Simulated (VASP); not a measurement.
# Sr (Im-3m) in VASP: notebook

Sr is run at these levels: LDA; tasks: single point, relaxation of cell and atoms.

All numbers are computed with VASP 6.6.1; they aren't measurements. Logs are shortened: lines on timing, memory, paths and dates and some standing lists are left out, and cuts for length are marked.

## (1) The cell of the first run

It takes space group Im-3m (No. 229, cubic). Conventional cell: a = 3.664 Å, b = 3.664 Å, c = 3.664 Å, α = 90.00°, β = 90.00°, γ = 90.00°. Within 4.2 Å of Sr (site symmetry m-3m) lie 14 Sr at 3.17 to 3.66 Å.

## (2) Single point, LDA

INCAR reads:

```
SYSTEM = Sr
ALGO     = Normal         ! electronic algorithm
EDIFF    = 1E-6           ! SCF threshold, eV
ENCUT    = 520            ! plane-wave cutoff, eV
ISIF     = 2              ! what is computed and relaxed
ISMEAR   = -1             ! smearing method
LASPH    = .True.         ! aspherical terms in the spheres
LCHARG   = .True.         ! write CHGCAR
LELF     = .True.         ! ELF
LREAL    = .False.        ! projectors in reciprocal space
LVHAR    = .True.       
LWAVE    = .False.        ! write WAVECAR
NBANDS   = 11             ! bands
NELM     = 80             ! most SCF steps
PREC     = Accurate       ! precision mode
SIGMA    = 0.05           ! smearing width, eV
```

KPOINTS reads:

```
k-points
0
Gamma
  15 15 15
  0 0 0
```

POSCAR reads:

```
Sr
1.0
   -1.8321707722      1.8321707722      1.8321707722
    1.8321707722     -1.8321707722      1.8321707722
    1.8321707722      1.8321707722     -1.8321707722
Sr
1
Direct
    0.0000000000      0.0000000000      0.0000000000
```

Potentials or basis: VASP PAW LDA potentials, release 64 (Sr_sv).

On the command line:

```sh
cat potpaw_LDA.64/Sr_sv/POTCAR > POTCAR
mpirun -np 1 vasp_std > vasp.out
```

OUTCAR:

```text
SYSTEM = Sr
   EDIFF = 1E-6
   ENCUT = 520
   ISIF = 2
   ISMEAR = -1
   LASPH = .True.
   LREAL = .False.
   NELM = 80
   PREC = Accurate

 ion  position               nearest neighbor table
   1  0.000  0.000  0.000-

  LATTYP: Found a body centered cubic cell.
 ALAT       =     3.6643415444

  Lattice vectors:

 A1 = (  -1.8321707722,   1.8321707722,   1.8321707722)
 A2 = (   1.8321707722,  -1.8321707722,   1.8321707722)
 A3 = (   1.8321707722,   1.8321707722,  -1.8321707722)

Analysis of symmetry for initial positions (statically):
=====================================================================
 Subroutine PRICEL returns:
 Original cell was already a primitive cell.

 Routine SETGRP: Setting up the symmetry group for a
 body centered cubic supercell.

 Subroutine GETGRP returns: Found 48 space group operations
 (whereof 48 operations were pure point group operations)
 out of a pool of 48 trial point group operations.

The static configuration has the point symmetry O_h .

Analysis of symmetry for dynamics (positions and initial velocities):
=====================================================================
 Subroutine PRICEL returns:
 Original cell was already a primitive cell.

 Routine SETGRP: Setting up the symmetry group for a
 body centered cubic supercell.

 Subroutine GETGRP returns: Found 48 space group operations
 (whereof 48 operations were pure point group operations)
 out of a pool of 48 trial point group operations.

The dynamic configuration has the point symmetry O_h .

 Subroutine INISYM returns: Found 48 space group operations
 (whereof 48 operations are pure point group operations),
 and found     1 'primitive' translations

----------------------------------------------------------------------------------------

                                     Primitive cell

  volume of cell :      24.6013

  direct lattice vectors                    reciprocal lattice vectors
    -1.832170772  1.832170772  1.832170772     0.000000000  0.272900325  0.272900325
     1.832170772 -1.832170772  1.832170772     0.272900325  0.000000000  0.272900325
     1.832170772  1.832170772 -1.832170772     0.272900325  0.272900325  0.000000000

  length of vectors
     3.173412866  3.173412866  3.173412866     0.385939341  0.385939341  0.385939341

  position of ions in fractional coordinates (direct lattice)
     0.000000000  0.000000000  0.000000000

  ion indices of the primitive-cell ions
   primitive index   ion index
                 1           1

----------------------------------------------------------------------------------------

 KPOINTS: k-points

Automatic generation of k-mesh.
 Grid dimensions read from file:
 generate k-points for:   15   15   15

 Generating k-lattice:

  Cartesian coordinates                     Fractional coordinates (reciprocal lattice)
     0.000000000  0.018193355  0.018193355     0.066666667  0.000000000  0.000000000
     0.018193355  0.000000000  0.018193355     0.000000000  0.066666667  0.000000000
     0.018193355  0.018193355  0.000000000     0.000000000  0.000000000  0.066666667

  Length of vectors
     0.025729289  0.025729289  0.025729289

  Shift w.r.t. Gamma in fractional coordinates (k-lattice)
     0.000000000  0.000000000  0.000000000

 Subroutine IBZKPT returns following result:
 ===========================================

 Found    120 irreducible k-points:

 Following reciprocal coordinates:
            Coordinates               Weight
  0.000000  0.000000  0.000000      1.000000
  0.066667  0.000000  0.000000     12.000000
  0.133333  0.000000  0.000000     12.000000
  0.200000  0.000000  0.000000     12.000000
  0.266667  0.000000  0.000000     12.000000
  0.333333  0.000000  0.000000     12.000000
[... 16 lines left out ...]
  0.333333  0.200000 -0.000000     48.000000
  0.400000  0.200000  0.000000     24.000000
 [... further k-points ...]
   k-points           NKPTS =    120   k-points in BZ     NKDIM =    120   number of bands    NBANDS=     11
   number of dos      NEDOS =    301   number of ions     NIONS =      1
   total plane-waves  NPLWV =  13824
   dimension x,y,z NGX =    24 NGY =   24 NGZ =   24
   dimension x,y,z NGXF=    48 NGYF=   48 NGZF=   48
   ions per type =               1
   NGX,Y,Z   is equivalent  to a cutoff of  12.57, 12.57, 12.57 a.u.
   NGXF,Y,Z  is equivalent  to a cutoff of  25.15, 25.15, 25.15 a.u.
 SYSTEM =  Sr
   PREC   = accura    normal or accurate (medium, high low for compatibility)
   ISTART =      0    job   : 0-new  1-cont  2-samecut
   ICHARG =      2    charge: 1-file 2-atom 10-const
   ISPIN  =      1    spin polarized calculation?
   LNONCOLLINEAR =      F non collinear calculations
   LSORBIT =      F    spin-orbit coupling
   LASPH  =      T    aspherical Exc in radial PAW
   ENCUT  =  520.0 eV  38.22 Ry    6.18 a.u.   5.90  5.90  5.90*2*pi/ulx,y,z
   NELM   =     80;   NELMIN=  2; NELMDL= -5     # of ELM steps
   EDIFF  = 0.1E-05   stopping-criterion for ELM
   LREAL  =      F    real-space projection
   EDIFFG = 0.1E-04   stopping-criterion for IOM
   NSW    =      0    number of steps for IOM
   IBRION =     -1    ionic relax: 0-MD 1-quasi-New 2-CG
   NFREE  =      0    steps in history (QN), initial steepest desc. (CG)
   ISIF   =      2    stress and relaxation
   ISYM   =      2    0-nonsym 1-usesym 2-fastsym
   POTIM  = 0.5000    time-step for ionic-motion
   TEBEG  =    0.0;   TEEND  =   0.0 temperature during run
   PSTRESS=    0.0 pullay stress
   NELECT =      10.0000    total number of electrons
   NUPDOWN=      -1.0000    fix difference up-down
   EMIN   =  10.00;   EMAX   =-10.00  energy-range for DOS
   EFERMI =   0.00;   METHOD = LEGACY
   ISMEAR =    -1;   SIGMA  =   0.05  broadening in eV -4-tet -1-fermi 0-gaus
   EFERMI_NEDOS =   21; number of points for ismear=-14 and -15
   IALGO  =     38    algorithm
   IMIX   =      4    mixing-type and parameters
     AMIX     =   0.40;   BMIX     =  1.00
     AMIX_MAG =   1.60;   BMIX_MAG =  1.00
  volume/ion in A,a.u.               =      24.60       166.02
  Fermi-wavevector in a.u.,A,eV,Ry     =   1.212706  2.291682 20.009490  1.470656
  Thomas-Fermi vector in A             =   2.348182
   LORBIT       =      0    0 simple, 1 ext, 2 COOP (PROOUT), +10 PAW based schemes
   GGA     = CA    functional components
   LHFCALC =     F    Hartree Fock is set to
   AEXX    =    0.0000 exact exchange contribution
   IVDW    =     0    specifies the selected vdW correction
   LEPSILON=     F    determine dielectric tensor
   LRPA    =     F    only Hartree local field effects (RPA)
 non-spin polarized calculation
  energy-cutoff  :      520.00
  volume of cell :       24.60
 maximum number of plane-waves:       682
   NGX = 11   NGY = 11   NGZ = 11

 number of electron      10.0000000 magnetization

 Free energy of the ion-electron system (eV)
  ---------------------------------------------------
  ext. energy  EPLUGINS =         0.00000000
  ---------------------------------------------------
  free energy    TOTEN  =        -0.73568179 eV

  energy without entropy =       -0.72994465  energy(sigma->0) =       -0.73281322

 E-fermi :   4.9600     XC(G=0): -10.5597

 val. band max:        4.8808487190   @ k =   0.2000   0.1333   0.1333
 cond. band min:       4.9657942031   @ k =  -0.3333   0.3333   0.2667
 fundamental gap:      0.0849454841
 Fermi energy:         4.9600498765

 k-point     1 :       0.0000    0.0000    0.0000
  band No.  band energies     occupation
      1     -30.5087      2.00000
      2     -11.4870      2.00000
      3     -11.4870      2.00000
      4     -11.4870      2.00000
      5       1.1017      2.00000
      6       8.2838      0.00000
      7       8.2838      0.00000
      8       8.2838      0.00000
      9      11.0333      0.00000
     10      11.0333      0.00000
     11      16.8010      0.00000

 k-point     2 :       0.0667    0.0000    0.0000
  band No.  band energies     occupation
      1     -30.4911      2.00000
      2     -11.6040      2.00000
      3     -11.5178      2.00000
      4     -11.4890      2.00000
      5       1.2979      2.00000
      6       8.1218      0.00000
      7       8.2079      0.00000
      8       8.4729      0.00000
      9      10.7339      0.00000
     10      11.0065      0.00000
     11      17.0284      0.00000

 k-point     3 :       0.1333    0.0000    0.0000
  band No.  band energies     occupation
      1     -30.4411      2.00000
      2     -11.9217      2.00000
      3     -11.6037      2.00000
      4     -11.4950      2.00000
      5       1.8326      2.00000
      6       7.7115      0.00000
      7       7.8880      0.00000
      8       9.0310      0.00000
      9      10.3607      0.00000
     10      10.9659      0.00000
     11      17.6121      0.00000

 k-point     4 :       0.2000    0.0000    0.0000
  band No.  band energies     occupation
      1     -30.3662      2.00000
      2     -12.3595      2.00000
      3     -11.7268      2.00000
      4     -11.5039      2.00000
      5       2.5472      2.00000
      6       7.1987      0.00000
      7       7.3706      0.00000
      8       9.9313      0.00000
      9      10.4025      0.00000
     10      10.9916      0.00000
     11      18.1756      0.00000
[... 239 lines left out ...]
 k-point    22 :       0.2667    0.2000    0.0000
  band No.  band energies     occupation
      1     -30.1076      2.00000
      2     -13.3402      2.00000
      3     -12.3238      2.00000
      4     -11.7122      2.00000
      5       4.4470      1.99993
      6       5.9349      0.00000
      7       6.9642      0.00000
      8      10.6248      0.00000
      9      12.3722      0.00000
     10      14.4440      0.00000
     11      17.5870      0.00000

 k-point    23 :       0.3333    0.2000   -0.0000
  band No.  band energies     occupation
      1     -30.0633      2.00000
      2     -13.4512      2.00000
      3     -12.4798      2.00000
      4     -11.7298      2.00000
      5       4.4045      1.99997
      6       5.9718      0.00000
      7       7.2791      0.00000
      8      10.9189      0.00000
      9      12.4348      0.00000
     10      15.6535      0.00000
     11      17.3286      0.00000

 k-point    24 :       0.4000    0.2000    0.0000
  band No.  band energies     occupation
      1     -30.0475      2.00000
      2     -13.4877      2.00000
      3     -12.5376      2.00000
      4     -11.7354      2.00000
      5       4.3593      1.99999
      6       5.9910      0.00000
      7       7.4442      0.00000
      8      10.9644      0.00000
      9      12.5869      0.00000
     10      16.5668      0.00000
     11      16.6264      0.00000

 [... further k-points ...]
[... 5 lines left out ...]
  --------------------------------------------------------------------------------------
  -------------------------------------------------------------------------------------
  Total        3.8849640      3.8849640      3.8849640      0.0000000      0.0000000      0.0000000
  in kB      253.0111960    253.0111960    253.0111960      0.0000000      0.0000000      0.0000000
  external PRESSURE =     253.0111960 kB  Pullay stress =       0.0000000 kB

 VOLUME and BASIS-vectors are now :
 -----------------------------------------------------------------------------
  energy-cutoff  :      520.00
  volume of cell :       24.60
      direct lattice vectors                 reciprocal lattice vectors
    -1.832170772  1.832170772  1.832170772     0.000000000  0.272900325  0.272900325
     1.832170772 -1.832170772  1.832170772     0.272900325  0.000000000  0.272900325
     1.832170772  1.832170772 -1.832170772     0.272900325  0.272900325  0.000000000

 POSITION                                       TOTAL-FORCE (eV/Angst)
 -----------------------------------------------------------------------------------
      0.00000      0.00000      0.00000        -0.000000      0.000000     -0.000000
 -----------------------------------------------------------------------------------
    total drift:                                0.000000      0.000000     -0.000000

  FREE ENERGIE OF THE ION-ELECTRON SYSTEM (eV)
  ---------------------------------------------------
  free  energy   TOTEN  =        -0.7356817940 eV

  energy  without entropy=       -0.7299446524  energy(sigma->0) =       -0.73281322
```

Wall time 10 s (1 thread of Intel Xeon Platinum 8488C (Sapphire Rapids), shared host); peak memory 0.15 GiB.

What came out:

| Item | Value |
| --- | --- |
| Free energy | -0.7357 eV |
| Pressure | 25.3 GPa |
| Band gap on the k mesh | zero (band 5 reaches 6.03 eV, above the bottom of band 6 at 3.24 eV) |

Levels at points of the mesh, in eV from the Fermi level:
| k point | band 2 | band 3 | band 4 | band 5 | band 6 | band 7 | band 8 | band 9 |
| --- | --- | --- | --- | --- | --- | --- | --- | --- |
| (0.00, 0.00, 0.00) | -16.45 | -16.45 | -16.45 | -3.86 | 3.32 | 3.32 | 3.32 | 6.07 |

[end of part 1 of 2]
